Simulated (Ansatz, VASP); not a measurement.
**Two plane-wave programs on IrS**

File INCAR:

```
SYSTEM = IrS
  ALGO = Normal
  EDIFF = 1E-6
  ENCUT = 520
  GGA = PE
  ISIF = 2
  ISMEAR = 0
  LASPH = .True.
  LCHARG = .False.
  LREAL = .False.
  LWAVE = .False.
  NBANDS = 14
  NELM = 80
  PREC = Accurate
  SIGMA = 0.05
```

KPOINTS

```
k-points
0
Gamma
  10 10 10
  0 0 0
```

Contents of POSCAR:

```
IrS
1.0
    0.0000000000      2.5872431510      2.5872431510
    2.5872431510      0.0000000000      2.5872431510
    2.5872431510      2.5872431510      0.0000000000
Ir S
1 1
Direct
    0.0000000000      0.0000000000      0.0000000000
    0.2500000000      0.2500000000      0.2500000000
```

Input for Ansatz:

```yaml
crystal:
  lattice:
    - [0.0, 2.587243151, 2.587243151]
    - [2.587243151, 0.0, 2.587243151]
    - [2.587243151, 2.587243151, 0.0]
  atoms:
    - { symbol: Ir, position: [0.0, 0.0, 0.0] }
    - { symbol: S, position: [0.25, 0.25, 0.25] }
basis:
  ecutwfc: 420
  ecutrho_ratio: 4
kpoints:
  mp_grid: { grid: [10, 10, 10] }
hamiltonian:
  xc: pbe
scf:
  occupations: { method: gaussian, width: 0.05 }
output:
  forces: true
  stress: true
  eigenvalues: true
```

Alike in both runs: task single point; functional PBE; k mesh 10 × 10 × 10; occupations gaussian, width 0.05 eV; no spin polarisation.

|  | VASP | Ansatz |
| --- | --- | --- |
| version | VASP 6.6.1 | Ansatz 0.2.0 |
| potentials or method | VASP PAW PBE potentials, release 64 (Ir, S), cutoff 520 eV | scalar-relativistic, plane waves, PAW |
| valence electrons in the cell | 15 | 23 |

```tsv
	VASP	Ansatz	Ansatz less VASP
gap on the k mesh at the Fermi level (eV)	none	none	-
pressure (GPa)	10.7	10.0	-0.73
```

A gap of «none» marks a metal or a gap that the smearing closes. VASP's potentials hold 15 valence electrons a cell and Ansatz's 23, so a difference there can come from the potentials and not from the codes.

Neither program's run includes spin-orbit coupling.
